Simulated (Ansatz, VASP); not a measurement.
# One calculation of Cd, two programs

```xyz
2
Lattice="2.9198 0.0000 0.0000 -1.4599 2.5286 0.0000 0.0000 0.0000 5.7126" Properties=species:S:1:pos:R:3 pbc="T T T"
Cd    0.0000    1.6857    1.4281
Cd    1.4599    0.8429    4.2844
```

Alike in both runs: task single point; functional LDA; k mesh 21 × 21 × 9; occupations fermi-dirac, width 0.1 eV; no spin polarisation.

```csv
,VASP,Ansatz
version,VASP 6.6.1,Ansatz 0.2.0
potentials or method,"VASP PAW LDA potentials, release 64 (Cd), cutoff 520 eV","plane waves (420 eV) with PAW, scalar-relativistic"
valence electrons in the cell,24,40
```

```tsv
	VASP	Ansatz	Ansatz less VASP
pressure (GPa)	-1.9	-2.5	-0.58
traceless stress, the component that is largest in VASP (GPa)	-0.33	-0.02	+0.307
```

Ansatz warns that its potentials were made for another functional, while VASP's fit it. LDA's correlation is that of Perdew and Zunger in VASP and of Perdew and Wang (1992) in Ansatz. VASP's potentials hold 24 valence electrons a cell and Ansatz's 40, so a difference there can come from the potentials and not from the codes.
